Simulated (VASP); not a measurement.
Wanted: the native input for a VASP 6.6.1 run.

* Task: single point
* Functional: PBE
* Potentials or basis: VASP PAW PBE potentials, release 64 (Si, C)
* Cutoff: 520 eV
* k mesh: 12 × 12 × 12
* Occupations: gaussian, width 0.05 eV
* Spin: no spin polarisation
* Dipole correction: no
* Further INCAR settings: ALGO = Normal; EDIFF = 1e-06; NBANDS = 11

The structure of SiC lies in POSCAR:

```
SiC
1.0
    0.0000000000      2.3233156243      2.3233156243
    2.3233156243      0.0000000000      2.3233156243
    2.2271303575      2.2271303575      0.0961852668
Si C
1 1
Direct
    0.0000000000      0.0000000000      0.0000000000
    0.7500000000      0.7500000000      0.7500000000
```

The input as run:

INCAR

```
SYSTEM = SiC
PREC     = Accurate       ! precision mode
ENCUT    = 520            ! plane-wave cutoff, eV
EDIFF    = 1E-6           ! SCF threshold, eV
ISMEAR   = 0              ! smearing method
SIGMA    = 0.05           ! smearing width, eV
LREAL    = .False.        ! projectors in reciprocal space
LASPH    = .True.         ! aspherical terms in the spheres
NELM     = 80             ! most SCF steps
ALGO     = Normal         ! electronic algorithm
ISIF     = 2              ! what is computed and relaxed
LWAVE    = .False.        ! write WAVECAR
LCHARG   = .False.        ! write CHGCAR
GGA      = PE             ! functional
NBANDS   = 11             ! bands
```

KPOINTS

```
Automatic mesh
0
Gamma
  12 12 12
  0 0 0
```

Potentials or basis: VASP PAW PBE potentials, release 64 (Si, C).

Command:

```bash
$ cat potpaw_PBE.64/Si/POTCAR potpaw_PBE.64/C/POTCAR > POTCAR
$ mpirun -np 1 vasp_std > vasp.out
```

It gave:

* Pressure: -18.2 GPa
* Largest force: 0.358 eV/Å
* Band gap on the k mesh: 1.27 eV, indirect (least direct gap 4.01 eV)

It took 40 s on 1 thread of Intel Xeon 6975P-C (shared host), peak memory 0.17 GiB.
